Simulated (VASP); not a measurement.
# WF2 (Fm-3m) in VASP: notebook

WF2 is run at these levels: r2SCAN; tasks: single point.

Program: VASP 6.6.1. These are calculated values, not measurements. Logs are shortened: lines on timing, memory, paths and dates and some standing lists are left out, and cuts for length are marked.

## (1) The cell of the first run

It takes space group Fm-3m (No. 225, cubic). The conventional cell has a = 5.151 Å, b = 5.151 Å, c = 5.151 Å, α = 90.00°, β = 90.00°, γ = 90.00°. Within 2.9 Å of W (site symmetry m-3m) lie 8 F at 2.23 Å. F (site symmetry -43m) has 4 W at 2.23 Å and 6 F at 2.58 Å within 2.9 Å.

## (2) Single point, r2SCAN

Contents of POSCAR:

```
WF2
1.0
    0.0000000000      2.5756485820      2.5756485820
    2.5756485820      0.0000000000      2.5756485820
    2.5756485820      2.5756485820      0.0000000000
W F
1 2
Direct
    0.0000000000      0.0000000000      0.0000000000
    0.2500000000      0.2500000000      0.2500000000
    0.7500000000      0.7500000000      0.7500000000
```

Contents of INCAR.step1:

```
SYSTEM = WF2
PREC     = Accurate       ! precision mode
ENCUT    = 520            ! plane-wave cutoff, eV
ISMEAR   = 0              ! smearing method
SIGMA    = 0.1            ! smearing width, eV
LREAL    = .FALSE.        ! projectors in reciprocal space
LASPH    = .TRUE.         ! aspherical terms in the spheres
NELM     = 100            ! most SCF steps
NBANDS   = 21             ! bands
GGA      = PE             ! functional
ALGO     = Normal         ! electronic algorithm
EDIFF    = 1E-4           ! SCF threshold, eV
LWAVE    = .TRUE.         ! write WAVECAR
LCHARG   = .FALSE.        ! write CHGCAR
```

Contents of INCAR.step2:

```
SYSTEM = WF2
PREC     = Accurate       ! precision mode
ENCUT    = 520            ! plane-wave cutoff, eV
EDIFF    = 1E-6           ! SCF threshold, eV
ISMEAR   = 0              ! smearing method
SIGMA    = 0.1            ! smearing width, eV
LREAL    = .FALSE.        ! projectors in reciprocal space
LASPH    = .TRUE.         ! aspherical terms in the spheres
NELM     = 100            ! most SCF steps
ALGO     = Normal         ! electronic algorithm
ISIF     = 2              ! what is computed and relaxed
LWAVE    = .FALSE.        ! write WAVECAR
LCHARG   = .FALSE.        ! write CHGCAR
METAGGA  = R2SCAN         ! meta-GGA
LMIXTAU  = .TRUE.       
NBANDS   = 21             ! bands
ISTART   = 1
```

Contents of KPOINTS:

```
Automatic mesh
0
G
  14 14 14
  0 0 0
```

Potentials or basis: VASP PAW PBE potentials, release 64 (W_sv, F).

Started as:

```
> cat potpaw_PBE.64/W_sv/POTCAR potpaw_PBE.64/F/POTCAR > POTCAR
> cp INCAR.step1 INCAR
> mpirun -np 1 vasp_std > vasp.out
> cp INCAR.step2 INCAR
> mpirun -np 1 vasp_std > vasp.out
```

OUTCAR:

```text
SYSTEM = WF2
   PREC = Accurate
   ENCUT = 520
   EDIFF = 1E-6
   ISMEAR = 0
   LREAL = .FALSE.
   LASPH = .TRUE.
   NELM = 100
   ISIF = 2
   METAGGA = R2SCAN
   ISTART = 1

 ion  position               nearest neighbor table
   1  0.000  0.000  0.000-   3 2.23   3 2.23   3 2.23   2 2.23   3 2.23   2 2.23   2 2.23   2 2.23

   2  0.250  0.250  0.250-   1 2.23   1 2.23   1 2.23   1 2.23
   3  0.750  0.750  0.750-   1 2.23   1 2.23   1 2.23   1 2.23

  LATTYP: Found a face centered cubic cell.
 ALAT       =     5.1512971640

  Lattice vectors:

 A1 = (   0.0000000000,   2.5756485820,   2.5756485820)
 A2 = (   2.5756485820,   0.0000000000,   2.5756485820)
 A3 = (   2.5756485820,   2.5756485820,   0.0000000000)

Analysis of symmetry for initial positions (statically):
=====================================================================
 Subroutine PRICEL returns:
 Original cell was already a primitive cell.

 Routine SETGRP: Setting up the symmetry group for a
 face centered cubic supercell.

 Subroutine GETGRP returns: Found 48 space group operations
 (whereof 48 operations were pure point group operations)
 out of a pool of 48 trial point group operations.

The static configuration has the point symmetry O_h .

Analysis of symmetry for dynamics (positions and initial velocities):
=====================================================================
 Subroutine PRICEL returns:
 Original cell was already a primitive cell.

 Routine SETGRP: Setting up the symmetry group for a
 face centered cubic supercell.

 Subroutine GETGRP returns: Found 48 space group operations
 (whereof 48 operations were pure point group operations)
 out of a pool of 48 trial point group operations.

The dynamic configuration has the point symmetry O_h .

 Subroutine INISYM returns: Found 48 space group operations
 (whereof 48 operations are pure point group operations),
 and found     1 'primitive' translations

----------------------------------------------------------------------------------------

                                     Primitive cell

  volume of cell :      34.1735

  direct lattice vectors                    reciprocal lattice vectors
     0.000000000  2.575648582  2.575648582    -0.194125862  0.194125862  0.194125862
     2.575648582  0.000000000  2.575648582     0.194125862 -0.194125862  0.194125862
     2.575648582  2.575648582  0.000000000     0.194125862  0.194125862 -0.194125862

  length of vectors
     3.642517157  3.642517157  3.642517157     0.336235855  0.336235855  0.336235855

  position of ions in fractional coordinates (direct lattice)
     0.000000000  0.000000000  0.000000000
     0.250000000  0.250000000  0.250000000
     0.750000000  0.750000000  0.750000000

  ion indices of the primitive-cell ions
   primitive index   ion index
                 1           1
                 2           2
                 3           3

----------------------------------------------------------------------------------------

 KPOINTS: Automatic mesh

Automatic generation of k-mesh.
 Grid dimensions read from file:
 generate k-points for:   14   14   14

 Generating k-lattice:

  Cartesian coordinates                     Fractional coordinates (reciprocal lattice)
    -0.013866133  0.013866133  0.013866133     0.071428571  0.000000000  0.000000000
     0.013866133 -0.013866133  0.013866133     0.000000000  0.071428571  0.000000000
     0.013866133  0.013866133 -0.013866133     0.000000000  0.000000000  0.071428571

  Length of vectors
     0.024016847  0.024016847  0.024016847

  Shift w.r.t. Gamma in fractional coordinates (k-lattice)
     0.000000000  0.000000000  0.000000000

 Subroutine IBZKPT returns following result:
 ===========================================

 Found    104 irreducible k-points:

 Following reciprocal coordinates:
            Coordinates               Weight
  0.000000  0.000000  0.000000      1.000000
  0.071429  0.000000  0.000000      8.000000
  0.142857  0.000000  0.000000      8.000000
  0.214286  0.000000  0.000000      8.000000
  0.285714  0.000000  0.000000      8.000000
  0.357143  0.000000  0.000000      8.000000
[... 16 lines left out ...]
  0.214286  0.142857  0.000000     24.000000
  0.285714  0.142857  0.000000     24.000000
 [... further k-points ...]
   k-points           NKPTS =    104   k-points in BZ     NKDIM =    104   number of bands    NBANDS=     21
   number of dos      NEDOS =    301   number of ions     NIONS =      3
   total plane-waves  NPLWV =  21952
   dimension x,y,z NGX =    28 NGY =   28 NGZ =   28
   dimension x,y,z NGXF=    56 NGYF=   56 NGZF=   56
   ions per type =               1   2
   NGX,Y,Z   is equivalent  to a cutoff of  12.78, 12.78, 12.78 a.u.
   NGXF,Y,Z  is equivalent  to a cutoff of  25.56, 25.56, 25.56 a.u.
 SYSTEM =  WF2
   PREC   = accura    normal or accurate (medium, high low for compatibility)
   ISTART =      1    job   : 0-new  1-cont  2-samecut
   ICHARG =      0    charge: 1-file 2-atom 10-const
   ISPIN  =      1    spin polarized calculation?
   LNONCOLLINEAR =      F non collinear calculations
   LSORBIT =      F    spin-orbit coupling
   LASPH  =      T    aspherical Exc in radial PAW
   ENCUT  =  520.0 eV  38.22 Ry    6.18 a.u.   6.77  6.77  6.77*2*pi/ulx,y,z
   NELM   =    100;   NELMIN=  2; NELMDL=  0     # of ELM steps
   EDIFF  = 0.1E-05   stopping-criterion for ELM
   LREAL  =      F    real-space projection
   EDIFFG = 0.1E-04   stopping-criterion for IOM
   NSW    =      0    number of steps for IOM
   IBRION =     -1    ionic relax: 0-MD 1-quasi-New 2-CG
   NFREE  =      0    steps in history (QN), initial steepest desc. (CG)
   ISIF   =      2    stress and relaxation
   ISYM   =      2    0-nonsym 1-usesym 2-fastsym
   POTIM  = 0.5000    time-step for ionic-motion
   TEBEG  =    0.0;   TEEND  =   0.0 temperature during run
   PSTRESS=    0.0 pullay stress
   NELECT =      28.0000    total number of electrons
   NUPDOWN=      -1.0000    fix difference up-down
   EMIN   =  10.00;   EMAX   =-10.00  energy-range for DOS
   EFERMI =   0.00;   METHOD = LEGACY
   ISMEAR =     0;   SIGMA  =   0.10  broadening in eV -4-tet -1-fermi 0-gaus
   EFERMI_NEDOS =   21; number of points for ismear=-14 and -15
   IALGO  =     38    algorithm
   IMIX   =      4    mixing-type and parameters
     AMIX     =   0.40;   BMIX     =  1.00
     AMIX_MAG =   1.60;   BMIX_MAG =  1.00
  volume/ion in A,a.u.               =      11.39        76.87
  Fermi-wavevector in a.u.,A,eV,Ry     =   1.531902  2.894874 31.929103  2.346723
  Thomas-Fermi vector in A             =   2.639182
   LORBIT       =      0    0 simple, 1 ext, 2 COOP (PROOUT), +10 PAW based schemes
   METAGGA = R2SCAN    functional components
   LHFCALC =     F    Hartree Fock is set to
   AEXX    =    0.0000 exact exchange contribution
   IVDW    =     0    specifies the selected vdW correction
   LEPSILON=     F    determine dielectric tensor
   LRPA    =     F    only Hartree local field effects (RPA)
 non-spin polarized calculation
 Gauss-broadening in eV      SIGMA  =   0.10
  energy-cutoff  :      520.00
  volume of cell :       34.17
 maximum number of plane-waves:       941
   NGX = 13   NGY = 13   NGZ = 13

 number of electron      27.9999996 magnetization

 Free energy of the ion-electron system (eV)
  ---------------------------------------------------
  ext. energy  EPLUGINS =         0.00000000
  ---------------------------------------------------
  free energy    TOTEN  =       -59.36578395 eV

  energy without entropy =      -59.36220417  energy(sigma->0) =      -59.36399406

 E-fermi :   8.5119     XC(G=0): -12.4949

 val. band max:        8.5048818082   @ k =   0.4286   0.4286   0.0000
 cond. band min:       8.5277826913   @ k =  -0.4286   0.5000   0.0714
 fundamental gap:      0.0229008831
 Fermi energy:         8.5119071479

 k-point     1 :       0.0000    0.0000    0.0000
  band No.  band energies     occupation
      1     -68.2615      2.00000
      2     -31.8591      2.00000
      3     -31.8591      2.00000
      4     -31.8590      2.00000
      5     -21.5345      2.00000
      6     -20.2080      2.00000
[... 13 lines left out ...]
     20      18.7967      0.00000
     21      18.7968      0.00000

 k-point     2 :       0.0714    0.0000    0.0000
  band No.  band energies     occupation
      1     -68.2612      2.00000
      2     -31.8690      2.00000
      3     -31.8600      2.00000
      4     -31.8600      2.00000
      5     -21.5025      2.00000
      6     -20.2270      2.00000
[... 13 lines left out ...]
     20      18.9355      0.00000
     21      18.9357      0.00000

 k-point     3 :       0.1429    0.0000    0.0000
  band No.  band energies     occupation
      1     -68.2606      2.00000
      2     -31.8966      2.00000
      3     -31.8627      2.00000
      4     -31.8627      2.00000
      5     -21.4132      2.00000
      6     -20.2813      2.00000
[... 13 lines left out ...]
     20      19.3399      0.00000
     21      19.3400      0.00000

 k-point     4 :       0.2143    0.0000    0.0000
  band No.  band energies     occupation
      1     -68.2598      2.00000
      2     -31.9360      2.00000
      3     -31.8666      2.00000
      4     -31.8666      2.00000
      5     -21.2848      2.00000
      6     -20.3571      2.00000
[... 13 lines left out ...]
     20      19.9715      0.00000
     21      19.9716      0.00000

 k-point     5 :       0.2857    0.0000    0.0000
  band No.  band energies     occupation
      1     -68.2588      2.00000
      2     -31.9790      2.00000
      3     -31.8710      2.00000
      4     -31.8710      2.00000
      5     -21.1448      2.00000
      6     -20.4358      2.00000
[... 13 lines left out ...]
     20      20.7580      0.00000
     21      20.7581      0.00000
[... 382 lines left out ...]
     20      18.9573      0.00000
     21      19.2562      0.00000

 k-point    22 :       0.1429    0.1429    0.0000
  band No.  band energies     occupation
      1     -68.2604      2.00000
      2     -31.9010      2.00000
      3     -31.8680      2.00000
      4     -31.8680      2.00000
      5     -21.3715      2.00000
      6     -20.3066      2.00000
[... 13 lines left out ...]
     20      19.1320      0.00000
     21      19.1320      0.00000

 k-point    23 :       0.2143    0.1429    0.0000
  band No.  band energies     occupation
      1     -68.2597      2.00000
      2     -31.9272      2.00000
      3     -31.8726      2.00000
      4     -31.8726      2.00000
      5     -21.2734      2.00000
      6     -20.3639      2.00000
[... 13 lines left out ...]
     20      19.3987      0.00000
     21      19.5331      0.00000

 k-point    24 :       0.2857    0.1429    0.0000
  band No.  band energies     occupation
      1     -68.2589      2.00000
      2     -31.9612      2.00000
      3     -31.8792      2.00000
      4     -31.8773      2.00000
      5     -21.1476      2.00000
      6     -20.4359      2.00000
[... 13 lines left out ...]
     20      19.8705      0.00000
     21      20.2123      0.00000

 [... further k-points ...]

------------------------ aborting loop because EDIFF is reached ----------------------------------------

  FORCE on cell =-STRESS in cart. coord.  units (eV):
  Direction    XX          YY          ZZ          XY          YZ          ZX
  --------------------------------------------------------------------------------------
  -------------------------------------------------------------------------------------
  Total        1.1846621      1.1846621      1.1846621      0.0000000      0.0000000      0.0000000
  in kB       55.5411982     55.5411982     55.5411982      0.0000000      0.0000000      0.0000000
  external PRESSURE =      55.5411982 kB  Pullay stress =       0.0000000 kB

 VOLUME and BASIS-vectors are now :
 -----------------------------------------------------------------------------
  energy-cutoff  :      520.00
  volume of cell :       34.17
      direct lattice vectors                 reciprocal lattice vectors
     0.000000000  2.575648582  2.575648582    -0.194125862  0.194125862  0.194125862
     2.575648582  0.000000000  2.575648582     0.194125862 -0.194125862  0.194125862
     2.575648582  2.575648582  0.000000000     0.194125862  0.194125862 -0.194125862

 POSITION                                       TOTAL-FORCE (eV/Angst)
 -----------------------------------------------------------------------------------
      0.00000      0.00000      0.00000         0.000000      0.000000     -0.000000
      1.28782      1.28782      1.28782        -0.000000      0.000000     -0.000000
      3.86347      3.86347      3.86347         0.000000     -0.000000      0.000000
 -----------------------------------------------------------------------------------
    total drift:                                0.000000      0.000000      0.000000

  FREE ENERGIE OF THE ION-ELECTRON SYSTEM (eV)
  ---------------------------------------------------
  free  energy   TOTEN  =       -59.3657839479 eV

  energy  without entropy=      -59.3622041724  energy(sigma->0) =      -59.36399406
```

Run time: 2.1 min. Hardware: 1 thread of Intel Xeon 6975P-C (Granite Rapids), shared host; peak memory 0.2 GiB.

What came out:

* Free energy: -59.3658 eV
* Pressure: 5.6 GPa
* Band gap on the k mesh: zero (bands 14 and 15 overlap by 0.94 eV)

Caveat: the cell stands under pressure; the PAW data sets were made with another functional, which shifts forces and pressure a little; spin-orbit coupling is left out, which moves the levels of the heavy elements.

## (3) Single point, r2SCAN, collinear spin

POSCAR is that of step 2.

Contents of INCAR.step1:

```
SYSTEM = WF2
ALGO     = Normal         ! electronic algorithm
EDIFF    = 1E-4           ! SCF threshold, eV
ENCUT    = 520            ! plane-wave cutoff, eV
GGA      = PE             ! functional
ISMEAR   = 0              ! smearing method
ISPIN    = 2              ! spin polarisation
LASPH    = .TRUE.         ! aspherical terms in the spheres
LCHARG   = .FALSE.        ! write CHGCAR
LMAXMIX  = 4              ! l up to which the mixer works
LREAL    = .FALSE.        ! projectors in reciprocal space
LWAVE    = .TRUE.         ! write WAVECAR
MAGMOM   = 2.5 0 0        ! initial moments
NBANDS   = 25             ! bands
NELM     = 150            ! most SCF steps
PREC     = Accurate       ! precision mode
SIGMA    = 0.1            ! smearing width, eV
```

Contents of INCAR.step2:

```
SYSTEM = WF2
ALGO     = Normal         ! electronic algorithm
EDIFF    = 1E-6           ! SCF threshold, eV
ENCUT    = 520            ! plane-wave cutoff, eV
ISIF     = 2              ! what is computed and relaxed
ISMEAR   = 0              ! smearing method
ISPIN    = 2              ! spin polarisation
ISTART   = 1            
LASPH    = .TRUE.         ! aspherical terms in the spheres
LCHARG   = .TRUE.         ! write CHGCAR
LELF     = .TRUE.         ! ELF
LMAXMIX  = 4              ! l up to which the mixer works
LMIXTAU  = .TRUE.       
LORBIT   = 11             ! projections on sites
LREAL    = .FALSE.        ! projectors in reciprocal space
LVHAR    = .TRUE.       
LWAVE    = .FALSE.        ! write WAVECAR
MAGMOM   = 2.5 0 0        ! initial moments
METAGGA  = R2SCAN         ! meta-GGA
NBANDS   = 25             ! bands
NELM     = 150            ! most SCF steps
PREC     = Accurate       ! precision mode
SIGMA    = 0.1            ! smearing width, eV
```

Contents of KPOINTS:

```
k-points
0
G
  14 14 14
  0 0 0
```

Potentials or basis: VASP PAW PBE potentials, release 64 (W_sv, F).

Started as:

```
> cat potpaw_PBE.64/W_sv/POTCAR potpaw_PBE.64/F/POTCAR > POTCAR
> cp INCAR.step1 INCAR
> mpirun -np 1 vasp_std > vasp.out
> cp INCAR.step2 INCAR
> mpirun -np 1 vasp_std > vasp.out
```

It took 4.7 min on 1 thread of Intel Xeon 6975P-C (Granite Rapids), shared host; peak memory 0.27 GiB.

It converged, with:

```yaml
Free_energy: -59.3658 eV
Pressure: 5.6 GPa
Band_gap_on_the_k_mesh: zero (filled and empty bands overlap)
Net_moment: 0.00 μB per cell
Valence_electrons_inside_the_program's_atomic_spheres: W 11.78; F 6.14
```

Levels at points of the mesh, in eV from the Fermi level:
Spin up:
```
           k point  band 10  band 11  band 12  band 13  band 14  band 15  band 16  band 17  band 18  band 19
(0.00, 0.00, 0.00)    -8.61    -8.61    -8.61    -1.01    -1.01    -0.89     3.17     3.17     3.17    10.28
(0.50, 0.00, 0.00)    -9.90    -9.41    -9.41    -0.61    -0.61     0.89     2.57     2.57     4.08     5.26
(0.50, 0.50, 0.00)    -8.96    -8.96    -8.25    -1.45     0.05     0.55     2.13     2.13     6.67     7.11
```
Spin down:
```tsv
k point	band 10	band 11	band 12	band 13	band 14	band 15	band 16	band 17	band 18	band 19
(0.00, 0.00, 0.00)	-8.61	-8.61	-8.61	-1.01	-1.01	-0.89	3.17	3.17	3.17	10.28
(0.50, 0.00, 0.00)	-9.90	-9.41	-9.41	-0.61	-0.61	0.89	2.57	2.57	4.08	5.26
(0.50, 0.50, 0.00)	-8.96	-8.96	-8.25	-1.45	0.05	0.55	2.13	2.13	6.67	7.11
```

Caveat: the cell stands under pressure; the PAW data sets were made with another functional, which shifts forces and pressure a little; spin-orbit coupling is left out, which moves the levels of the heavy elements.

The gap in the log of VASP goes by the Fermi energy; the results here count the filled bands.